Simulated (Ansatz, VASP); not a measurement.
**In2S: VASP beside Ansatz**

INCAR

```
ALGO = Normal ; EDIFF = 1E-7
ENCUT = 520 ; GGA = PE
ISIF = 2 ; ISMEAR = 0
LASPH = T ; LCHARG = F
LREAL = F ; LWAVE = F
NBANDS = 41 ; NELM = 80
PREC = Accurate ; SIGMA = 0.2
```

The input KPOINTS:

```
k-points
0
Gamma
  6 6 2
```

File POSCAR:

```
In2S
1.0
    3.9431303459      0.0000000000      0.0000000000
    0.0000000000      3.9431303459      0.0000000000
    0.0000000000      0.0000000000     10.8652081153
In S
4 2
Direct
    0.5000000000      0.0000000000      0.3304799164
    0.5000000000      0.0000000000      0.8304799164
    1.0000000000      0.5000000000      0.1695200836
    1.0000000000      0.5000000000      0.6695200836
    0.0000000000      0.0000000000      0.5000000000
    0.0000000000      0.0000000000      0.0000000000
```

Input for Ansatz:

```yaml
crystal:
  lattice:
    - [3.9431303459, 0.0, 0.0]
    - [0.0, 3.9431303459, 0.0]
    - [0.0, 0.0, 10.8652081153]
  atoms:
    - { symbol: In, position: [0.5, 0.0, 0.3304799164] }
    - { symbol: In, position: [0.5, 0.0, 0.8304799164] }
    - { symbol: In, position: [1.0, 0.5, 0.1695200836] }
    - { symbol: In, position: [1.0, 0.5, 0.6695200836] }
    - { symbol: S, position: [0.0, 0.0, 0.5] }
    - { symbol: S, position: [0.0, 0.0, 0.0] }
basis:
  ecutwfc: 420
kpoints:
  mp_grid: { grid: [6, 6, 2] }
hamiltonian:
  xc: pbe
scf:
  occupations: { method: gaussian, width: 0.2 }
  lower_state_search: "off"
output:
  forces: true
  stress: true
  eigenvalues: true
```

Alike in both runs: task single point; functional PBE; k mesh 6 × 6 × 2; occupations gaussian, width 0.2 eV; no spin polarisation.

|  | VASP | Ansatz |
| --- | --- | --- |
| version | VASP 6.6.1 | Ansatz 0.2.0 |
| potentials or method | VASP PAW PBE potentials, release 64 (In_d, S), cutoff 520 eV | scalar-relativistic, plane waves, PAW |
| valence electrons in the cell | 64 | 64 |

```tsv
	VASP	Ansatz	Ansatz less VASP
gap on the k mesh at the Fermi level (eV)	none	none	-
pressure (GPa)	0.1	0.2	+0.02
rms of the force components (eV/Å)	0.007	0.011	+0.0034
```

Atom by atom the forces differ by 0.003 eV/Å (rms over components). A gap of «none» marks a metal or a gap that the smearing closes.
